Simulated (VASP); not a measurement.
# ZnCu (Pm-3m) in VASP: further runs, part 2 of 2

VASP 6.6.1. The steps go on from the part before.

## 6. Single point, PBEsol

This run uses another cell than the first one, of 12.29 Å³/atom.

Contents of INCAR:

```
PREC = Accurate ; ENCUT = 520
EDIFF = 1E-6 ; ISMEAR = 0
SIGMA = 0.1 ; LREAL = False
LASPH = True ; NELM = 100
ALGO = Normal ; ISIF = 2
LWAVE = False ; LCHARG = False
GGA = PS ; NBANDS = 18
```

Contents of KPOINTS:

```
regular mesh
0
Gamma
  14 14 14
```

Contents of POSCAR:

```
ZnCu
1.0
    2.9078796975      0.0000000000      0.0000000000
    0.0000000000      2.9078796975      0.0000000000
    0.0000000000      0.0000000000      2.9078796975
Zn Cu
1 1
Direct
    0.5000000000      0.5000000000      0.5000000000
    0.0000000000      0.0000000000      0.0000000000
```

Potentials or basis: VASP PAW PBE potentials, release 64 (Zn, Cu).

Run with:

```sh
$ cat potpaw_PBE.64/Zn/POTCAR potpaw_PBE.64/Cu/POTCAR > POTCAR
$ mpirun -np 1 vasp_std > vasp.out
```

OUTCAR:

```text
PREC = Accurate
   ENCUT = 520
   EDIFF = 1E-6
   ISMEAR = 0
   LREAL = False
   LASPH = True
   NELM = 100
   ISIF = 2
   GGA = PS

 ion  position               nearest neighbor table
   1  0.500  0.500  0.500-   2 2.52   2 2.52   2 2.52   2 2.52   2 2.52   2 2.52   2 2.52   2 2.52

   2  0.000  0.000  0.000-   1 2.52   1 2.52   1 2.52   1 2.52   1 2.52   1 2.52   1 2.52   1 2.52

  LATTYP: Found a simple cubic cell.
 ALAT       =     2.9078796975

  Lattice vectors:

 A1 = (   2.9078796975,   0.0000000000,   0.0000000000)
 A2 = (   0.0000000000,   2.9078796975,   0.0000000000)
 A3 = (   0.0000000000,   0.0000000000,   2.9078796975)

Analysis of symmetry for initial positions (statically):
=====================================================================
 Subroutine PRICEL returns:
 Original cell was already a primitive cell.

 Routine SETGRP: Setting up the symmetry group for a
 simple cubic supercell.

 Subroutine GETGRP returns: Found 48 space group operations
 (whereof 48 operations were pure point group operations)
 out of a pool of 48 trial point group operations.

The static configuration has the point symmetry O_h .

Analysis of symmetry for dynamics (positions and initial velocities):
=====================================================================
 Subroutine PRICEL returns:
 Original cell was already a primitive cell.

 Routine SETGRP: Setting up the symmetry group for a
 simple cubic supercell.

 Subroutine GETGRP returns: Found 48 space group operations
 (whereof 48 operations were pure point group operations)
 out of a pool of 48 trial point group operations.

The dynamic configuration has the point symmetry O_h .

 Subroutine INISYM returns: Found 48 space group operations
 (whereof 48 operations are pure point group operations),
 and found     1 'primitive' translations

----------------------------------------------------------------------------------------

[... 111 lines left out ...]
     AMIX     =   0.40;   BMIX     =  1.00
     AMIX_MAG =   1.60;   BMIX_MAG =  1.00
  volume/ion in A,a.u.               =      12.29        82.97
  Fermi-wavevector in a.u.,A,eV,Ry     =   1.601060  3.025565 34.877092  2.563394
  Thomas-Fermi vector in A             =   2.698098
   LORBIT       =      0    0 simple, 1 ext, 2 COOP (PROOUT), +10 PAW based schemes
   GGA     = PS    functional components
   LHFCALC =     F    Hartree Fock is set to
   AEXX    =    0.0000 exact exchange contribution
   IVDW    =     0    specifies the selected vdW correction
   LEPSILON=     F    determine dielectric tensor
   LRPA    =     F    only Hartree local field effects (RPA)
 non-spin polarized calculation
 Gauss-broadening in eV      SIGMA  =   0.10
  energy-cutoff  :      520.00
  volume of cell :       24.59
 maximum number of plane-waves:       691
 NGX is ok and might be reduce to    24
   NGX = 11   NGY = 11   NGZ = 11

 number of electron      22.9999983 magnetization

 Free energy of the ion-electron system (eV)
  ---------------------------------------------------
  ext. energy  EPLUGINS =         0.00000000
  ---------------------------------------------------
  free energy    TOTEN  =        -6.09926142 eV

  energy without entropy =       -6.09783284  energy(sigma->0) =       -6.09854713

 E-fermi :   5.7426     XC(G=0): -12.7816

 val. band max:        5.6161904259   @ k =   0.5000   0.5000   0.2143
 cond. band min:       5.7568757701   @ k =   0.4286   0.3571   0.2143
 fundamental gap:      0.1406853443
 Fermi energy:         5.7425859204

 k-point     1 :       0.0000    0.0000    0.0000
  band No.  band energies     occupation
      1      -4.9339      2.00000
      2      -2.2224      2.00000
      3      -2.2224      2.00000
      4      -1.4584      2.00000
      5      -1.4584      2.00000
      6      -1.4584      2.00000
[... 481 lines left out ...]
      5      -1.5131      2.00000
      6      -1.0529      2.00000
[... 10 lines left out ...]
     17      21.9486      0.00000
     18      22.8360      0.00000

 [... further k-points ...]

------------------------ aborting loop because EDIFF is reached ----------------------------------------

  FORCE on cell =-STRESS in cart. coord.  units (eV):
  Direction    XX          YY          ZZ          XY          YZ          ZX
  --------------------------------------------------------------------------------------
  -------------------------------------------------------------------------------------
  Total        0.1102710      0.1102710      0.1102710      0.0000000     -0.0000000      0.0000000
  in kB        7.1852631      7.1852631      7.1852631      0.0000000     -0.0000000      0.0000000
  external PRESSURE =       7.1852631 kB  Pullay stress =       0.0000000 kB

 VOLUME and BASIS-vectors are now :
 -----------------------------------------------------------------------------
  energy-cutoff  :      520.00
  volume of cell :       24.59
      direct lattice vectors                 reciprocal lattice vectors
     2.907879697  0.000000000  0.000000000     0.343893181  0.000000000  0.000000000
     0.000000000  2.907879697  0.000000000     0.000000000  0.343893181  0.000000000
     0.000000000  0.000000000  2.907879697     0.000000000  0.000000000  0.343893181

 POSITION                                       TOTAL-FORCE (eV/Angst)
 -----------------------------------------------------------------------------------
      1.45394      1.45394      1.45394         0.000000      0.000000      0.000000
      0.00000      0.00000      0.00000         0.000000      0.000000      0.000000
 -----------------------------------------------------------------------------------
    total drift:                                0.000000      0.000000     -0.000000

  FREE ENERGIE OF THE ION-ELECTRON SYSTEM (eV)
  ---------------------------------------------------
  free  energy   TOTEN  =        -6.0992614182 eV

  energy  without entropy=       -6.0978328354  energy(sigma->0) =       -6.09854713
```

stdout:

```text
POSCAR found type information on POSCAR ZnCu
 POSCAR found :  2 types and       2 ions
 scaLAPACK will be used
 -----------------------------------------------------------------------------
|                                                                             |
|                                                                             |
|     You enforced a specific xc type in the INCAR file but a different       |
|     I HOPE YOU KNOW WHAT YOU ARE DOING!                                     |
|                                                                             |
 -----------------------------------------------------------------------------

 LDA part: xc-table for (Slater+PW92), standard interpolation
 POSCAR, INCAR and KPOINTS ok, starting setup
 FFT: planning ... GRIDC
 FFT: planning ... GRID_SOFT
 FFT: planning ... GRID
 WAVECAR not read
 entering main loop
```

Run time: 30 s. Hardware: 1 thread of Intel Xeon Platinum 8488C (Sapphire Rapids), shared host; peak memory 0.17 GiB.

Results:

```yaml
Free_energy: -6.0993 eV
Pressure: 0.7 GPa
Band_gap_on_the_k_mesh: zero (an odd number of electrons rules out a gap without spin polarisation)
```

Levels at points of the mesh, in eV from the Fermi level:
| k point | band 8 | band 9 | band 10 | band 11 | band 12 | band 13 | band 14 | band 15 | band 16 | band 17 |
| --- | --- | --- | --- | --- | --- | --- | --- | --- | --- | --- |
| (0.00, 0.00, 0.00) | -3.69 | -2.81 | -2.81 | -2.81 | 6.32 | 6.32 | 6.32 | 11.49 | 11.49 | 12.86 |
| (0.50, 0.00, 0.00) | -3.84 | -3.40 | -3.40 | -2.89 | -2.05 | 12.00 | 12.00 | 12.62 | 12.62 | 13.68 |
| (0.50, 0.50, 0.00) | -2.95 | -2.95 | -2.56 | -2.04 | -2.04 | 1.91 | 2.23 | 14.29 | 15.81 | 15.81 |
| (0.50, 0.50, 0.50) | -4.48 | -2.54 | -2.54 | 4.09 | 4.40 | 4.40 | 4.40 | 4.62 | 4.62 | 4.62 |

Caveat: the PAW data sets were made with another functional, which shifts forces and pressure a little.

## 7. Summary

| cell | gap on the mesh (eV) | pressure (GPa) |
| --- | --- | --- |
| a = 2.787 Å, 2 atoms | none | 25.1 |
| a = 2.818 Å, 2 atoms | none | 17.5 |
| a = 2.849 Å, 2 atoms | none | 10.7 |
| a = 2.879 Å, 2 atoms | none | 5.4 |
| a = 2.908 Å, 2 atoms | none | 0.7 |

Alike in all rows: task single point; level PBEsol; potentials or basis VASP PAW PBE potentials, release 64 (Zn, Cu); no spin polarisation; k mesh 14 × 14 × 14; cutoff (eV) 520; smearing gaussian 0.1 eV.

Caveats: the PAW data sets were made with another functional, which shifts forces and pressure a little; the cell stands under pressure (at least some runs).

Total energies depend on the potentials used, so only differences within one code and one set of settings carry meaning.
